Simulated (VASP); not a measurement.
# CoO (R-3m) in VASP: a series of runs, part 2 of 2

VASP 6.6.1. Earlier steps stand in the parts before.

### Step 4. Single point, PBEsol, collinear spin, ferromagnetic start (9.39 Å³/atom)

This run uses another cell than the first one, of 9.39 Å³/atom.

File INCAR:

```
PREC = Accurate
ENCUT = 520
EDIFF = 1E-6
ISMEAR = -1
SIGMA = 0.05
LREAL = F
LASPH = T
NELM = 150
ALGO = Normal
ISIF = 2
LWAVE = F
LCHARG = F
ISPIN = 2
MAGMOM = 2 0
LORBIT = 11
LMAXMIX = 4
GGA = PS
NBANDS = 18
```

File KPOINTS:

```
regular mesh
0
Gamma
  11 11 11
```

File POSCAR:

```
CoO
1.0
    1.4953654176      0.8633496264      2.4235510644
   -1.4953654176      0.8633496264      2.4235510644
    0.0000000000     -1.7266992528      2.4235510644
Co O
1 1
Direct
    0.0000000000      0.0000000000      0.0000000000
    0.5000000000      0.5000000000      0.5000000000
```

Potentials or basis: VASP PAW PBE potentials, release 64 (Co, O).

The run is started by

```
cat potpaw_PBE.64/Co/POTCAR potpaw_PBE.64/O/POTCAR > POTCAR
mpirun -np 1 vasp_std > vasp.out
```

OUTCAR:

```text
PREC = Accurate
   ENCUT = 520
   EDIFF = 1E-6
   ISMEAR = -1
   LREAL = F
   LASPH = T
   NELM = 150
   ISIF = 2
   ISPIN = 2
   LORBIT = 11
   GGA = PS

 ion  position               nearest neighbor table
   1  0.000  0.000  0.000-   2 2.11   2 2.11   2 2.11   2 2.11   2 2.11   2 2.11
   2  0.500  0.500  0.500-   1 2.11   1 2.11   1 2.11   1 2.11   1 2.11   1 2.11

  LATTYP: Found a trigonal (rhomboedric) cell.
 ALAT       =     2.9757503375
 COS(alpha) =     0.4949531368

  Lattice vectors:

 A1 = (   1.4953654176,   0.8633496264,   2.4235510644)
 A2 = (  -1.4953654176,   0.8633496264,   2.4235510644)
 A3 = (   0.0000000000,  -1.7266992528,   2.4235510644)

Analysis of symmetry for initial positions (statically):
=====================================================================
 Subroutine PRICEL returns:
 Original cell was already a primitive cell.

 Routine SETGRP: Setting up the symmetry group for a
 trigonal (rhombohedral) supercell.

[... 701 lines left out ...]
      3       5.4492      1.00000
      4       5.5040      1.00000
      5       7.0550      1.00000
      6       7.0550      1.00000
[... 493 lines left out ...]
     17      36.7947      0.00000
     18      38.5705      0.00000

 [... further k-points ...]

------------------------ aborting loop because EDIFF is reached ----------------------------------------

  FORCE on cell =-STRESS in cart. coord.  units (eV):
  Direction    XX          YY          ZZ          XY          YZ          ZX
  --------------------------------------------------------------------------------------
  -------------------------------------------------------------------------------------
  Total       -0.7768829     -0.7768829     -0.8227541      0.0000000      0.0000000      0.0000000
  in kB      -66.3023105    -66.3023105    -70.2171437      0.0000000      0.0000000      0.0000000
  external PRESSURE =     -67.6072549 kB  Pullay stress =       0.0000000 kB

 VOLUME and BASIS-vectors are now :
 -----------------------------------------------------------------------------
  energy-cutoff  :      520.00
  volume of cell :       18.77
      direct lattice vectors                 reciprocal lattice vectors
     1.495365418  0.863349626  2.423551064     0.334366433  0.193046550  0.137539224
    -1.495365418  0.863349626  2.423551064    -0.334366433  0.193046550  0.137539224
     0.000000000 -1.726699253  2.423551064     0.000000000 -0.386093100  0.137539224

 POSITION                                       TOTAL-FORCE (eV/Angst)
 -----------------------------------------------------------------------------------
      0.00000      0.00000      0.00000        -0.000000     -0.000000      0.000000
      0.00000      0.00000      3.63533         0.000000      0.000000      0.000000
 -----------------------------------------------------------------------------------
    total drift:                               -0.000000      0.000000     -0.000000

  FREE ENERGIE OF THE ION-ELECTRON SYSTEM (eV)
  ---------------------------------------------------
  free  energy   TOTEN  =       -13.9911348204 eV

  energy  without entropy=      -13.9588006678  energy(sigma->0) =      -13.97496774

 total charge

# of ion       s       p       d       tot
------------------------------------------
    1        0.305   0.381   7.169   7.854
    2        1.551   3.412   0.000   4.963
--------------------------------------------------
tot          1.856   3.792   7.169  12.817

 magnetization (x)

# of ion       s       p       d       tot
------------------------------------------
    1        0.020   0.018   2.474   2.512
    2        0.030   0.269   0.000   0.299
--------------------------------------------------
tot          0.050   0.288   2.474   2.812
```

OSZICAR:

```text
N       E                     dE             d eps       ncg     rms          rms(c)
DAV:   1     0.733589417061E+02    0.73359E+02   -0.65767E+03 11104   0.960E+02
DAV:   2    -0.117442344829E+02   -0.85103E+02   -0.73704E+02 10966   0.219E+02
DAV:   3    -0.162364800104E+02   -0.44922E+01   -0.43619E+01 12342   0.535E+01
DAV:   4    -0.162805729940E+02   -0.44093E-01   -0.44055E-01 12794   0.505E+00
DAV:   5    -0.162815646379E+02   -0.99164E-03   -0.99148E-03 13022   0.755E-01    0.162E+01
DAV:   6    -0.152867450271E+02    0.99482E+00   -0.15628E+01 13238   0.604E+01    0.190E+01
DAV:   7    -0.140836129007E+02    0.12031E+01   -0.64693E+00 12902   0.458E+01    0.795E+00
DAV:   8    -0.140068456914E+02    0.76767E-01   -0.33919E-01 15162   0.903E+00    0.423E+00
DAV:   9    -0.139951023776E+02    0.11743E-01   -0.19177E-01 15540   0.738E+00    0.261E+00
DAV:  10    -0.139957257979E+02   -0.62342E-03   -0.41882E-02 15558   0.371E+00    0.109E+00
DAV:  11    -0.139912577827E+02    0.44680E-02   -0.37681E-02 15120   0.325E+00    0.351E-01
DAV:  12    -0.139911822920E+02    0.75491E-04   -0.32351E-03 13590   0.641E-01    0.990E-02
DAV:  13    -0.139911526611E+02    0.29631E-04   -0.18734E-04 12580   0.111E-01    0.773E-02
DAV:  14    -0.139911340774E+02    0.18584E-04   -0.40787E-05 16060   0.832E-02    0.181E-02
DAV:  15    -0.139911348204E+02   -0.74297E-06   -0.33362E-06 13466   0.211E-02
   1 F= -.13991135E+02 E0= -.13974968E+02  d E =-.323342E-01  mag=     2.8623
```

stdout:

```text
POSCAR found type information on POSCAR CoO
 POSCAR found :  2 types and       2 ions
 scaLAPACK will be used
 -----------------------------------------------------------------------------
|                                                                             |
|                                                                             |
|     You enforced a specific xc type in the INCAR file but a different       |
|     I HOPE YOU KNOW WHAT YOU ARE DOING!                                     |
|                                                                             |
 -----------------------------------------------------------------------------

 LDA part: xc-table for (Slater+PW92), standard interpolation
 POSCAR, INCAR and KPOINTS ok, starting setup
 FFT: planning ... GRIDC
 FFT: planning ... GRID_SOFT
 FFT: planning ... GRID
 WAVECAR not read
 entering main loop
```

It took 36 s on 1 thread of Intel Xeon 6975P-C (Granite Rapids), shared host; peak memory 0.21 GiB.

What came out:

- Free energy: -13.9911 eV
- Pressure: -6.8 GPa
- Net moment: 2.86 μB per cell
- Site moments: Co +2.51; O +0.30 μB
- Valence electrons inside the program's atomic spheres: Co 7.85; O 4.96

Caveat: the cell stands under tension; the PAW data sets were made with another functional, which shifts forces and pressure a little; a cell with one magnetic atom can't hold antiferromagnetic order, which such compounds often take; semilocal functionals often make such compounds metallic where correlation or magnetic order opens a gap, which also shifts bond lengths. With open d or f shells a metallic result of PBEsol can be an artefact of self-interaction; +U or a hybrid may open a gap.

### Step 5. Overview

```tsv
potentials or basis	fixed moment (μB)	cell	k mesh	cutoff (eV)	gap on the mesh (eV)	pressure (GPa)	moment (μB)
VASP PAW PBE potentials, release 64 (Co_sv, O)	1.0	a = 2.996 Å, angles 60.3°, 2 atoms	9 × 9 × 9	700	-	-25.3	1.00
VASP PAW PBE potentials, release 64 (Co, O)	-	a = 2.955 Å, angles 60.3°, 2 atoms	11 × 11 × 11	520	none	-3.3	2.81
VASP PAW PBE potentials, release 64 (Co, O)	-	a = 2.976 Å, angles 60.3°, 2 atoms	11 × 11 × 11	520	none	-6.8	2.86
```

Alike in all rows: task single point; level PBEsol; spin collinear, ferromagnetic start; smearing fermi-dirac 0.05 eV.

Caveats: the cell stands under tension; the PAW data sets were made with another functional, which shifts forces and pressure a little; a cell with one magnetic atom can't hold antiferromagnetic order, which such compounds often take; semilocal functionals often make such compounds metallic where correlation or magnetic order opens a gap, which also shifts bond lengths (at least some runs); the total moment is fixed, so each spin has its own Fermi level and the state may be an excited one (at least some runs).

Total energies depend on the potentials used, so only differences within one code and one set of settings carry meaning.
